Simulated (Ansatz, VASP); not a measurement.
**Ag: VASP beside Ansatz**

The input INCAR:

```
PREC = Accurate
ENCUT = 520
EDIFF = 1E-6
ISMEAR = 0
SIGMA = 0.15
LREAL = False
LASPH = True
NELM = 80
ALGO = Normal
ISIF = 2
LWAVE = False
LCHARG = False
NBANDS = 12
```

The input KPOINTS:

```
regular mesh
0
Gamma
  20 20 20
```

The input POSCAR:

```
Ag
1.0
   -1.6970453500      1.6970453500      1.5728713000
    1.6970453500     -1.6970453500      1.5728713000
    1.6970453500      1.6970453500     -1.5728713000
Ag
1
Direct
    0.0000000000      0.0000000000      0.0000000000
```

Input for Ansatz:

```yaml
crystal:
  lattice:
    - [-1.69704535, 1.69704535, 1.5728713]
    - [1.69704535, -1.69704535, 1.5728713]
    - [1.69704535, 1.69704535, -1.5728713]
  atoms:
    - { symbol: Ag, position: [0.0, 0.0, 0.0] }
basis:
  ecutwfc: 420
kpoints:
  mp_grid: { grid: [20, 20, 20] }
hamiltonian:
  xc: lda
scf:
  occupations: { method: gaussian, width: 0.15 }
output:
  forces: true
  stress: true
  eigenvalues: true
```

Change from the starting cell: strain +0.025 along x and y, -0.050 along z, atoms carried along.

Alike in both runs: task single point; functional LDA; k mesh 20 × 20 × 20; occupations gaussian, width 0.15 eV; no spin polarisation.

```csv
,VASP,Ansatz
version,VASP 6.6.1,Ansatz 0.2.0
potentials or method,"VASP PAW LDA potentials, release 64 (Ag), cutoff 520 eV","scalar-relativistic, plane waves, PAW"
valence electrons in the cell,11,19
```

|  | VASP | Ansatz | Ansatz less VASP |
| --- | --- | --- | --- |
| gap on the k mesh at the Fermi level (eV) | none | none | - |
| pressure (GPa) | -11.2 | -11.3 | -0.16 |
| traceless stress, the component that is largest in VASP (GPa) | -0.36 | -0.37 | -0.010 |

LDA's correlation is that of Perdew and Zunger in VASP and of Perdew and Wang (1992) in Ansatz. A gap of «none» marks a metal or a gap that the smearing closes. VASP's potentials hold 11 valence electrons a cell and Ansatz's 19, so a difference there can come from the potentials and not from the codes.
